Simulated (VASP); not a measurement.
Write the native input for VASP 6.6.1 that does the following.

```
Task                   : single point
Functional             : PBEsol
Potentials or basis    : VASP PAW PBE potentials, release 64 (Be)
Cutoff                 : 520 eV
k mesh                 : 23 × 23 × 23
Occupations            : fermi-dirac, width 0.03 eV
Spin                   : no spin polarisation
Dipole correction      : no
Further INCAR settings : ALGO = Normal; EDIFF = 1e-07; NBANDS = 7
```

The structure of Be lies in POSCAR:

```
Be
1.0
   -1.2404622984      1.2404622984      1.2404622984
    1.2404622984     -1.2404622984      1.2404622984
    1.2404622984      1.2404622984     -1.2404622984
Be
1
Direct
    0.0000000000      0.0000000000      0.0000000000
```

This cell differs from its parent crystal: volume scaled by 0.97.

The input as run:

INCAR

```
PREC = Accurate
ENCUT = 520
EDIFF = 1E-7
ISMEAR = -1
SIGMA = 0.03
LREAL = False
LASPH = True
NELM = 60
ALGO = Normal
ISIF = 2
LWAVE = False
LCHARG = False
GGA = PS
NBANDS = 7
```

KPOINTS

```
regular mesh
0
Gamma
  23 23 23
```

Potentials or basis: VASP PAW PBE potentials, release 64 (Be).

The run is started by

```console
$ cat potpaw_PBE.64/Be/POTCAR > POTCAR
$ mpirun -np 1 vasp_std > vasp.out
```

It gave:

* Pressure: 2.2 GPa
* Band gap on the k mesh: zero (band 1 reaches 11.79 eV, above the bottom of band 2 at 6.81 eV)

Caveat: the PAW data sets were made with another functional, which shifts forces and pressure a little.

Run time: 6.6 s on 1 thread of Intel(R) Xeon(R) Platinum 8259CL CPU @ 2.50GHz (Skylake/Cascade Lake), on a shared host, peak memory 0.12 GiB.
